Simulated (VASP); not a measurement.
# CsPtS (P4/mmm) in VASP: a series of runs, part 2 of 2

VASP 6.6.1. Earlier steps stand in the parts before.

### 3 Single point, PBE

This run uses another cell than the first one, of 27.06 Å³/atom.

Contents of INCAR:

```
SYSTEM = CsPtS
PREC     = Accurate       ! precision mode
ENCUT    = 570            ! plane-wave cutoff, eV
EDIFF    = 1E-6           ! SCF threshold, eV
ISMEAR   = 0              ! smearing method
SIGMA    = 0.1            ! smearing width, eV
LREAL    = .False.        ! projectors in reciprocal space
LASPH    = .True.         ! aspherical terms in the spheres
NELM     = 120            ! most SCF steps
ALGO     = Normal         ! electronic algorithm
ISIF     = 2              ! what is computed and relaxed
LWAVE    = .False.        ! write WAVECAR
LCHARG   = .False.        ! write CHGCAR
GGA      = PE             ! functional
NBANDS   = 24             ! bands
GGA_COMPAT= .False.
```

Contents of KPOINTS:

```
Automatic mesh
0
Gamma
  14 14 8
  0 0 0
```

Contents of POSCAR:

```
CsPtS
1.0
    3.5992349929      0.0000000000      0.0000000000
    0.0000000000      3.5992349929      0.0000000000
    0.0000000000      0.0000000000      6.2665736753
Cs Pt S
1 1 1
Direct
    0.0000000000      0.0000000000      0.0000000000
    0.0000000000      0.0000000000      0.5000000000
    0.5000000000      0.5000000000      0.5000000000
```

Potentials or basis: VASP PAW PBE potentials, release 64 (Cs_sv, Pt_sv_GW, S).

The run is started by

```bash
cat potpaw_PBE.64/Cs_sv/POTCAR potpaw_PBE.64/Pt_sv_GW/POTCAR potpaw_PBE.64/S/POTCAR > POTCAR
mpirun -np 1 vasp_std > vasp.out
```

OUTCAR:

```text
SYSTEM = CsPtS
   PREC = Accurate
   ENCUT = 570
   EDIFF = 1E-6
   ISMEAR = 0
   LREAL = .False.
   LASPH = .True.
   NELM = 120
   ISIF = 2
   GGA = PE

 ion  position               nearest neighbor table
   1  0.000  0.000  0.000-   2 3.13   2 3.13
   2  0.000  0.000  0.500-   3 2.55   3 2.55   3 2.55   3 2.55   1 3.13   1 3.13
   3  0.500  0.500  0.500-   2 2.55   2 2.55   2 2.55   2 2.55

  LATTYP: Found a simple tetragonal cell.
 ALAT       =     3.5992349929
 C/A-ratio  =     1.7410848938

  Lattice vectors:

 A1 = (   3.5992349929,   0.0000000000,   0.0000000000)
 A2 = (   0.0000000000,   3.5992349929,   0.0000000000)
 A3 = (   0.0000000000,   0.0000000000,   6.2665736753)

Analysis of symmetry for initial positions (statically):
=====================================================================
 Subroutine PRICEL returns:
 Original cell was already a primitive cell.

 Routine SETGRP: Setting up the symmetry group for a
 simple tetragonal supercell.

 Subroutine GETGRP returns: Found 16 space group operations
 (whereof 16 operations were pure point group operations)
 out of a pool of 16 trial point group operations.

The static configuration has the point symmetry D_4h.

Analysis of symmetry for dynamics (positions and initial velocities):
=====================================================================
 Subroutine PRICEL returns:
 Original cell was already a primitive cell.

 Routine SETGRP: Setting up the symmetry group for a
 simple tetragonal supercell.

 Subroutine GETGRP returns: Found 16 space group operations
 (whereof 16 operations were pure point group operations)
 out of a pool of 16 trial point group operations.

The dynamic configuration has the point symmetry D_4h.

 Subroutine INISYM returns: Found 16 space group operations
 (whereof 16 operations are pure point group operations),
 and found     1 'primitive' translations

----------------------------------------------------------------------------------------

                                     Primitive cell

  volume of cell :      81.1803

  direct lattice vectors                    reciprocal lattice vectors
     3.599234993  0.000000000  0.000000000     0.277836819  0.000000000  0.000000000
     0.000000000  3.599234993  0.000000000     0.000000000  0.277836819  0.000000000
     0.000000000  0.000000000  6.266573675     0.000000000  0.000000000  0.159576836

  length of vectors
     3.599234993  3.599234993  6.266573675     0.277836819  0.277836819  0.159576836

  position of ions in fractional coordinates (direct lattice)
     0.000000000  0.000000000  0.000000000
     0.000000000  0.000000000  0.500000000
     0.500000000  0.500000000  0.500000000

  ion indices of the primitive-cell ions
   primitive index   ion index
                 1           1
                 2           2
                 3           3

----------------------------------------------------------------------------------------

 KPOINTS: Automatic mesh

Automatic generation of k-mesh.
 Grid dimensions read from file:
 generate k-points for:   14   14    8

 Generating k-lattice:

  Cartesian coordinates                     Fractional coordinates (reciprocal lattice)
     0.019845487  0.000000000  0.000000000     0.071428571  0.000000000  0.000000000
     0.000000000  0.019845487  0.000000000     0.000000000  0.071428571  0.000000000
     0.000000000  0.000000000  0.019947105     0.000000000  0.000000000  0.125000000

  Length of vectors
     0.019845487  0.019845487  0.019947105

  Shift w.r.t. Gamma in fractional coordinates (k-lattice)
     0.000000000  0.000000000  0.000000000

 Subroutine IBZKPT returns following result:
 ===========================================

 Found    180 irreducible k-points:

 Following reciprocal coordinates:
            Coordinates               Weight
  0.000000  0.000000  0.000000      1.000000
  0.071429  0.000000  0.000000      4.000000
  0.142857  0.000000  0.000000      4.000000
  0.214286  0.000000  0.000000      4.000000
  0.285714  0.000000  0.000000      4.000000
  0.357143  0.000000  0.000000      4.000000
[... 16 lines left out ...]
  0.285714  0.214286  0.000000      8.000000
  0.357143  0.214286  0.000000      8.000000
 [... further k-points ...]
   k-points           NKPTS =    180   k-points in BZ     NKDIM =    180   number of bands    NBANDS=     24
   number of dos      NEDOS =    301   number of ions     NIONS =      3
   total plane-waves  NPLWV =  39200
   dimension x,y,z NGX =    28 NGY =   28 NGZ =   50
   dimension x,y,z NGXF=    56 NGYF=   56 NGZF=  100
   ions per type =               1   1   1
   NGX,Y,Z   is equivalent  to a cutoff of  12.93, 12.93, 13.26 a.u.
   NGXF,Y,Z  is equivalent  to a cutoff of  25.87, 25.87, 26.53 a.u.
 SYSTEM =  CsPtS
   PREC   = accura    normal or accurate (medium, high low for compatibility)
   ISTART =      0    job   : 0-new  1-cont  2-samecut
   ICHARG =      2    charge: 1-file 2-atom 10-const
   ISPIN  =      1    spin polarized calculation?
   LNONCOLLINEAR =      F non collinear calculations
   LSORBIT =      F    spin-orbit coupling
   LASPH  =      T    aspherical Exc in radial PAW
   ENCUT  =  570.0 eV  41.89 Ry    6.47 a.u.   7.01  7.01 12.20*2*pi/ulx,y,z
   NELM   =    120;   NELMIN=  2; NELMDL= -5     # of ELM steps
   EDIFF  = 0.1E-05   stopping-criterion for ELM
   LREAL  =      F    real-space projection
   EDIFFG = 0.1E-04   stopping-criterion for IOM
   NSW    =      0    number of steps for IOM
   IBRION =     -1    ionic relax: 0-MD 1-quasi-New 2-CG
   NFREE  =      0    steps in history (QN), initial steepest desc. (CG)
   ISIF   =      2    stress and relaxation
   ISYM   =      2    0-nonsym 1-usesym 2-fastsym
   POTIM  = 0.5000    time-step for ionic-motion
   TEBEG  =    0.0;   TEEND  =   0.0 temperature during run
   PSTRESS=    0.0 pullay stress
   NELECT =      33.0000    total number of electrons
   NUPDOWN=      -1.0000    fix difference up-down
   EMIN   =  10.00;   EMAX   =-10.00  energy-range for DOS
   EFERMI =   0.00;   METHOD = LEGACY
   ISMEAR =     0;   SIGMA  =   0.10  broadening in eV -4-tet -1-fermi 0-gaus
   EFERMI_NEDOS =   21; number of points for ismear=-14 and -15
   IALGO  =     38    algorithm
   IMIX   =      4    mixing-type and parameters
     AMIX     =   0.40;   BMIX     =  1.00
     AMIX_MAG =   1.60;   BMIX_MAG =  1.00
  volume/ion in A,a.u.               =      27.06       182.61
  Fermi-wavevector in a.u.,A,eV,Ry     =   1.212726  2.291720 20.010142  1.470704
  Thomas-Fermi vector in A             =   2.348201
   LORBIT       =      0    0 simple, 1 ext, 2 COOP (PROOUT), +10 PAW based schemes
   GGA     = PE    functional components
   LHFCALC =     F    Hartree Fock is set to
   AEXX    =    0.0000 exact exchange contribution
   IVDW    =     0    specifies the selected vdW correction
   LEPSILON=     F    determine dielectric tensor
   LRPA    =     F    only Hartree local field effects (RPA)
 non-spin polarized calculation
 Gauss-broadening in eV      SIGMA  =   0.10
  energy-cutoff  :      570.00
  volume of cell :       81.18
 maximum number of plane-waves:      2540
   NGX = 15   NGY = 15   NGZ = 25

 number of electron      33.0000000 magnetization

 Free energy of the ion-electron system (eV)
  ---------------------------------------------------
  ext. energy  EPLUGINS =         0.00000000
  ---------------------------------------------------
  free energy    TOTEN  =       -11.51650976 eV

  energy without entropy =      -11.51064873  energy(sigma->0) =      -11.51357925

 E-fermi :   5.0524     XC(G=0):  -9.6649

 val. band max:        5.0487346693   @ k =   0.4286   0.2857   0.2500
 cond. band min:       5.0746110386   @ k =   0.4286   0.2857   0.3750
 fundamental gap:      0.0258763693
 Fermi energy:         5.0524381190

 k-point     1 :       0.0000    0.0000    0.0000
  band No.  band energies     occupation
      1     -92.5581      2.00000
      2     -46.8763      2.00000
      3     -46.8763      2.00000
      4     -46.5258      2.00000
      5     -18.5716      2.00000
      6      -8.6959      2.00000
[... 16 lines left out ...]
     23      12.1729      0.00000
     24      12.7675      0.00000
[... 598 lines left out ...]
      2     -46.8855      2.00000
      3     -46.8800      2.00000
      4     -46.5249      2.00000
      5     -18.2478      2.00000
      6      -7.9166      2.00000
[... 16 lines left out ...]
     23      11.3052      0.00000
     24      11.4892      0.00000

 [... further k-points ...]

------------------------ aborting loop because EDIFF is reached ----------------------------------------

  FORCE on cell =-STRESS in cart. coord.  units (eV):
  Direction    XX          YY          ZZ          XY          YZ          ZX
  --------------------------------------------------------------------------------------
  -------------------------------------------------------------------------------------
  Total       -0.1423362     -0.1423362      0.0780491      0.0000000     -0.0000000     -0.0000000
  in kB       -2.8091535     -2.8091535      1.5403796      0.0000000     -0.0000000     -0.0000000
  external PRESSURE =      -1.3593092 kB  Pullay stress =       0.0000000 kB

 VOLUME and BASIS-vectors are now :
 -----------------------------------------------------------------------------
  energy-cutoff  :      570.00
  volume of cell :       81.18
      direct lattice vectors                 reciprocal lattice vectors
     3.599234993  0.000000000  0.000000000     0.277836819  0.000000000  0.000000000
     0.000000000  3.599234993  0.000000000     0.000000000  0.277836819  0.000000000
     0.000000000  0.000000000  6.266573675     0.000000000  0.000000000  0.159576836

 POSITION                                       TOTAL-FORCE (eV/Angst)
 -----------------------------------------------------------------------------------
      0.00000      0.00000      0.00000         0.000000      0.000000      0.000000
      0.00000      0.00000      3.13329         0.000000      0.000000      0.000000
      1.79962      1.79962      3.13329         0.000000      0.000000      0.000000
 -----------------------------------------------------------------------------------
    total drift:                               -0.000000      0.000000      0.000000

  FREE ENERGIE OF THE ION-ELECTRON SYSTEM (eV)
  ---------------------------------------------------
  free  energy   TOTEN  =       -11.5165097585 eV

  energy  without entropy=      -11.5106487343  energy(sigma->0) =      -11.51357925
```

Run time: 4.6 min. Hardware: 1 thread of Intel Xeon Platinum 8259CL at 2.50GHz (Skylake/Cascade Lake), shared host; peak memory 0.52 GiB.

What came out:

```yaml
Free_energy: -11.5165 eV
Pressure: -0.1 GPa
Band_gap_on_the_k_mesh: zero (an odd number of electrons rules out a gap without spin polarisation)
```

Levels at points of the mesh, in eV from the Fermi level:
| k point | band 14 | band 15 | band 16 | band 17 | band 18 | band 19 | band 20 | band 21 |
| --- | --- | --- | --- | --- | --- | --- | --- | --- |
| (0.00, 0.00, 0.00) | -2.25 | -2.25 | -1.98 | -1.98 | 0.40 | 0.71 | 1.66 | 6.81 |
| (0.50, 0.00, 0.00) | -1.83 | -1.45 | -0.04 | 2.27 | 3.08 | 3.43 | 4.10 | 4.33 |
| (0.50, 0.50, 0.00) | -2.28 | -2.26 | -1.31 | -0.79 | -0.60 | 0.07 | 3.55 | 3.55 |
| (0.00, 0.00, 0.50) | -2.29 | -1.87 | -1.87 | -1.45 | 1.03 | 1.33 | 1.59 | 3.96 |
| (0.50, 0.00, 0.50) | -1.58 | -1.02 | -0.07 | 1.47 | 1.50 | 2.57 | 3.10 | 4.89 |
| (0.50, 0.50, 0.50) | -2.53 | -1.60 | -1.31 | -0.74 | 0.32 | 0.92 | 3.32 | 3.32 |

Caveat: spin-orbit coupling is left out, which moves the levels of the heavy elements.

The gap in the log of VASP goes by the Fermi energy; the results here count the filled bands.